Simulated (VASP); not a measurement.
# CuO in VASP: single point with LDA

Aim: the single point of CuO with LDA.

All numbers are computed with VASP 6.6.1; they aren't measurements. Logs are shortened: lines on timing, memory, paths and dates and some standing lists are left out, and cuts for length are marked.

## Step 1: The cell of the first run

The typed cell holds 4 atoms: a = 3.796 Å, b = 3.796 Å, c = 3.072 Å, α = 90.00°, β = 90.00°, γ = 90.00°.

## Step 2: Single point, LDA

Input file INCAR:

```
SYSTEM = CuO
ALGO = Normal
EDIFF = 1E-6
ENCUT = 820
GGA_COMPAT = .False.
ISIF = 2
ISMEAR = -1
LASPH = .True.
LCHARG = .True.
LELF = .True.
LREAL = .False.
LVHAR = .True.
LWAVE = .False.
NBANDS = 33
NELM = 120
PREC = Accurate
SIGMA = 0.05
```

Input file KPOINTS:

```
k-points
0
Gamma
  8 8 6
  0 0 0
```

Input file POSCAR:

```
CuO
1.0
    3.7956308276      0.0000000000      0.0000000000
    0.0000000000      3.7956308276      0.0000000000
    0.0000000000      0.0000000000      3.0722692278
Cu O
2 2
Direct
    0.0000000000      0.0000000000      0.0000000000
    0.5000000000      0.5000000000      0.0000000000
    0.5000000000      0.0000000000      0.0001564804
    0.0000000000      0.5000000000      0.9998435196
```

Potentials or basis: VASP PAW LDA potentials, release 64 (Cu_sv_GW, O).

Started as:

```sh
$ cat potpaw_LDA.64/Cu_sv_GW/POTCAR potpaw_LDA.64/O/POTCAR > POTCAR
$ mpirun -np 1 vasp_std > vasp.out
```

OUTCAR:

```text
SYSTEM = CuO
   EDIFF = 1E-6
   ENCUT = 820
   ISIF = 2
   ISMEAR = -1
   LASPH = .True.
   LREAL = .False.
   NELM = 120
   PREC = Accurate

 ion  position               nearest neighbor table
   1  0.000  0.000  0.000-   3 1.90   4 1.90   4 1.90   3 1.90
   2  0.500  0.500  0.000-   3 1.90   4 1.90   3 1.90   4 1.90
   3  0.500  0.000  0.000-   1 1.90   2 1.90   2 1.90   1 1.90
   4  0.000  0.500  1.000-   1 1.90   2 1.90   1 1.90   2 1.90

  LATTYP: Found a simple tetragonal cell.
 ALAT       =     3.7956308276
 C/A-ratio  =     0.8094225617

  Lattice vectors:

 A1 = (   3.7956308276,   0.0000000000,   0.0000000000)
 A2 = (   0.0000000000,   3.7956308276,   0.0000000000)
 A3 = (   0.0000000000,   0.0000000000,   3.0722692278)

Analysis of symmetry for initial positions (statically):
=====================================================================
 Subroutine PRICEL returns:
 Original cell was already a primitive cell.

 Routine SETGRP: Setting up the symmetry group for a
 simple tetragonal supercell.

 Subroutine GETGRP returns: Found 16 space group operations
 (whereof  8 operations were pure point group operations)
 out of a pool of 16 trial point group operations.

The static configuration has the point symmetry D_2d.
 The point group associated with its full space group is D_4h.

Analysis of symmetry for dynamics (positions and initial velocities):
=====================================================================
 Subroutine PRICEL returns:
 Original cell was already a primitive cell.

 Routine SETGRP: Setting up the symmetry group for a
 simple tetragonal supercell.

 Subroutine GETGRP returns: Found 16 space group operations
 (whereof  8 operations were pure point group operations)
 out of a pool of 16 trial point group operations.

The dynamic configuration has the point symmetry D_2d.
 The point group associated with its full space group is D_4h.

 Subroutine INISYM returns: Found 16 space group operations
 (whereof  8 operations are pure point group operations),
 and found     1 'primitive' translations

----------------------------------------------------------------------------------------

                                     Primitive cell

  volume of cell :      44.2616

  direct lattice vectors                    reciprocal lattice vectors
     3.795630828  0.000000000  0.000000000     0.263460817  0.000000000  0.000000000
     0.000000000  3.795630828  0.000000000     0.000000000  0.263460817  0.000000000
     0.000000000  0.000000000  3.072269228     0.000000000  0.000000000  0.325492307

  length of vectors
     3.795630828  3.795630828  3.072269228     0.263460817  0.263460817  0.325492307

  position of ions in fractional coordinates (direct lattice)
     0.000000000  0.000000000  0.000000000
     0.500000000  0.500000000  0.000000000
     0.500000000  0.000000000  0.000156480
     0.000000000  0.500000000  0.999843520

  ion indices of the primitive-cell ions
   primitive index   ion index
                 1           1
                 2           2
                 3           3
                 4           4

----------------------------------------------------------------------------------------

 KPOINTS: k-points

Automatic generation of k-mesh.
 Grid dimensions read from file:
 generate k-points for:    8    8    6

 Generating k-lattice:

  Cartesian coordinates                     Fractional coordinates (reciprocal lattice)
     0.032932602  0.000000000  0.000000000     0.125000000  0.000000000  0.000000000
     0.000000000  0.032932602  0.000000000     0.000000000  0.125000000  0.000000000
     0.000000000  0.000000000  0.054248718     0.000000000  0.000000000  0.166666667

  Length of vectors
     0.032932602  0.032932602  0.054248718

  Shift w.r.t. Gamma in fractional coordinates (k-lattice)
     0.000000000  0.000000000  0.000000000

 Subroutine IBZKPT returns following result:
 ===========================================

 Found     60 irreducible k-points:

 Following reciprocal coordinates:
            Coordinates               Weight
  0.000000  0.000000  0.000000      1.000000
  0.125000  0.000000  0.000000      4.000000
  0.250000  0.000000  0.000000      4.000000
  0.375000  0.000000  0.000000      4.000000
  0.500000  0.000000  0.000000      2.000000
  0.125000  0.125000  0.000000      4.000000
[... 16 lines left out ...]
  0.375000  0.125000  0.166667     16.000000
  0.500000  0.125000  0.166667      8.000000
 [... further k-points ...]
   k-points           NKPTS =     60   k-points in BZ     NKDIM =     60   number of bands    NBANDS=     33
   number of dos      NEDOS =    301   number of ions     NIONS =      4
   total plane-waves  NPLWV =  38880
   dimension x,y,z NGX =    36 NGY =   36 NGZ =   30
   dimension x,y,z NGXF=    72 NGYF=   72 NGZF=   60
   ions per type =               2   2
   NGX,Y,Z   is equivalent  to a cutoff of  15.77, 15.77, 16.23 a.u.
   NGXF,Y,Z  is equivalent  to a cutoff of  31.54, 31.54, 32.47 a.u.
 SYSTEM =  CuO
   PREC   = accura    normal or accurate (medium, high low for compatibility)
   ISTART =      0    job   : 0-new  1-cont  2-samecut
   ICHARG =      2    charge: 1-file 2-atom 10-const
   ISPIN  =      1    spin polarized calculation?
   LNONCOLLINEAR =      F non collinear calculations
   LSORBIT =      F    spin-orbit coupling
   LASPH  =      T    aspherical Exc in radial PAW
   ENCUT  =  820.0 eV  60.27 Ry    7.76 a.u.   8.86  8.86  7.17*2*pi/ulx,y,z
   NELM   =    120;   NELMIN=  2; NELMDL= -5     # of ELM steps
   EDIFF  = 0.1E-05   stopping-criterion for ELM
   LREAL  =      F    real-space projection
[... 7 lines left out ...]
   TEBEG  =    0.0;   TEEND  =   0.0 temperature during run
   PSTRESS=    0.0 pullay stress
   NELECT =      50.0000    total number of electrons
   NUPDOWN=      -1.0000    fix difference up-down
   EMIN   =  10.00;   EMAX   =-10.00  energy-range for DOS
   EFERMI =   0.00;   METHOD = LEGACY
   ISMEAR =    -1;   SIGMA  =   0.05  broadening in eV -4-tet -1-fermi 0-gaus
   EFERMI_NEDOS =   21; number of points for ismear=-14 and -15
   IALGO  =     38    algorithm
   IMIX   =      4    mixing-type and parameters
     AMIX     =   0.40;   BMIX     =  1.00
     AMIX_MAG =   1.60;   BMIX_MAG =  1.00
  volume/ion in A,a.u.               =      11.07        74.67
  Fermi-wavevector in a.u.,A,eV,Ry     =   1.704992  3.221968 39.552121  2.906999
  Thomas-Fermi vector in A             =   2.784294
   LORBIT       =      0    0 simple, 1 ext, 2 COOP (PROOUT), +10 PAW based schemes
   GGA     = CA    functional components
   LHFCALC =     F    Hartree Fock is set to
   AEXX    =    0.0000 exact exchange contribution
   IVDW    =     0    specifies the selected vdW correction
   LEPSILON=     F    determine dielectric tensor
   LRPA    =     F    only Hartree local field effects (RPA)
 non-spin polarized calculation
  energy-cutoff  :      820.00
  volume of cell :       44.26
 maximum number of plane-waves:      2384
 NGX is ok and might be reduce to    36
   NGX = 17   NGY = 17   NGZ = 15

 number of electron      49.9999990 magnetization

 Free energy of the ion-electron system (eV)
  ---------------------------------------------------
  ext. energy  EPLUGINS =         0.00000000
  ---------------------------------------------------
  free energy    TOTEN  =       -22.77646698 eV

  energy without entropy =      -22.75477838  energy(sigma->0) =      -22.76562268

 E-fermi :   3.9311     XC(G=0): -12.1177

 val. band max:        3.9223211002   @ k =   0.3750   0.1250   0.3333
 cond. band min:       3.9570628490   @ k =   0.3750   0.3750   0.0000
 fundamental gap:      0.0347417488
 Fermi energy:         3.9311144908

 k-point     1 :       0.0000    0.0000    0.0000
  band No.  band energies     occupation
      1    -107.4053      2.00000
      2    -107.3997      2.00000
      3     -65.5506      2.00000
      4     -65.5506      2.00000
      5     -65.5190      2.00000
      6     -65.5190      2.00000
[... 25 lines left out ...]
     32      18.6633      0.00000
     33      19.2534      0.00000

 k-point     2 :       0.1250    0.0000    0.0000
  band No.  band energies     occupation
      1    -107.4050      2.00000
      2    -107.4002      2.00000
      3     -65.5498      2.00000
      4     -65.5498      2.00000
      5     -65.5202      2.00000
      6     -65.5201      2.00000
[... 25 lines left out ...]
     32      18.5640      0.00000
     33      19.3149      0.00000

 k-point     3 :       0.2500    0.0000    0.0000
  band No.  band energies     occupation
      1    -107.4045      2.00000
      2    -107.4008      2.00000
      3     -65.5465      2.00000
      4     -65.5464      2.00000
      5     -65.5240      2.00000
      6     -65.5237      2.00000
[... 25 lines left out ...]
     32      18.2554      0.00000
     33      18.3783      0.00000

 k-point     4 :       0.3750    0.0000    0.0000
  band No.  band energies     occupation
      1    -107.4036      2.00000
      2    -107.4015      2.00000
      3     -65.5412      2.00000
      4     -65.5410      2.00000
      5     -65.5292      2.00000
      6     -65.5287      2.00000
[... 25 lines left out ...]
     32      17.6306      0.00000
     33      18.2343      0.00000

 k-point     5 :       0.5000    0.0000    0.0000
  band No.  band energies     occupation
      1    -107.4026      2.00000
      2    -107.4026      2.00000
      3     -65.5352      2.00000
      4     -65.5352      2.00000
      5     -65.5349      2.00000
      6     -65.5349      2.00000
[... 604 lines left out ...]
 k-point    22 :       0.2500    0.1250    0.1667
  band No.  band energies     occupation
      1    -107.4043      2.00000
      2    -107.4009      2.00000
      3     -65.5510      2.00000
      4     -65.5399      2.00000
      5     -65.5300      2.00000
      6     -65.5190      2.00000
[... 25 lines left out ...]
     32      17.5772      0.00000
     33      18.7450      0.00000

 k-point    23 :       0.3750    0.1250    0.1667
  band No.  band energies     occupation
      1    -107.4034      2.00000
      2    -107.4016      2.00000
      3     -65.5477      2.00000
      4     -65.5365      2.00000
      5     -65.5334      2.00000
      6     -65.5222      2.00000
[... 25 lines left out ...]
     32      16.7369      0.00000
     33      18.9896      0.00000

 k-point    24 :       0.5000    0.1250    0.1667
  band No.  band energies     occupation
      1    -107.4025      2.00000
      2    -107.4025      2.00000
      3     -65.5427      2.00000
      4     -65.5427      2.00000
      5     -65.5272      2.00000
      6     -65.5272      2.00000
[... 25 lines left out ...]
     32      16.5874      0.00000
     33      18.6783      0.00000

 [... further k-points ...]
[... 5 lines left out ...]
  --------------------------------------------------------------------------------------
  -------------------------------------------------------------------------------------
  Total       -0.0318839     -0.0318839     -0.3572597      0.0000000      0.0000000      0.0000000
  in kB       -1.1541310     -1.1541310    -12.9320510      0.0000000      0.0000000      0.0000000
  external PRESSURE =      -5.0801044 kB  Pullay stress =       0.0000000 kB

 VOLUME and BASIS-vectors are now :
 -----------------------------------------------------------------------------
  energy-cutoff  :      820.00
  volume of cell :       44.26
      direct lattice vectors                 reciprocal lattice vectors
     3.795630828  0.000000000  0.000000000     0.263460817  0.000000000  0.000000000
     0.000000000  3.795630828  0.000000000     0.000000000  0.263460817  0.000000000
     0.000000000  0.000000000  3.072269228     0.000000000  0.000000000  0.325492307

 POSITION                                       TOTAL-FORCE (eV/Angst)
 -----------------------------------------------------------------------------------
      0.00000      0.00000      0.00000        -0.000000      0.000000      0.000000
      1.89782      1.89782      0.00000         0.000000      0.000000      0.000000
      1.89782      0.00000      0.00048        -0.000000      0.000000     -0.000278
      0.00000      1.89782      3.07179         0.000000      0.000000      0.000278
 -----------------------------------------------------------------------------------
    total drift:                                0.000000      0.000000     -0.000000

  FREE ENERGIE OF THE ION-ELECTRON SYSTEM (eV)
  ---------------------------------------------------
  free  energy   TOTEN  =       -22.7764669771 eV

  energy  without entropy=      -22.7547783760  energy(sigma->0) =      -22.76562268
```

It took 3 min on 1 thread of Intel Xeon Platinum 8375C at 2.90GHz (Ice Lake), shared host; peak memory 0.28 GiB.

What came out:

```
Free energy            : -22.7765 eV
Pressure               : -0.5 GPa
Band gap on the k mesh : zero (bands 25 and 26 overlap by 3.39 eV)
```

Caveat: semilocal functionals often make such compounds metallic where correlation or magnetic order opens a gap, which also shifts bond lengths.

The gap in the log of VASP goes by the Fermi energy; the results here count the filled bands.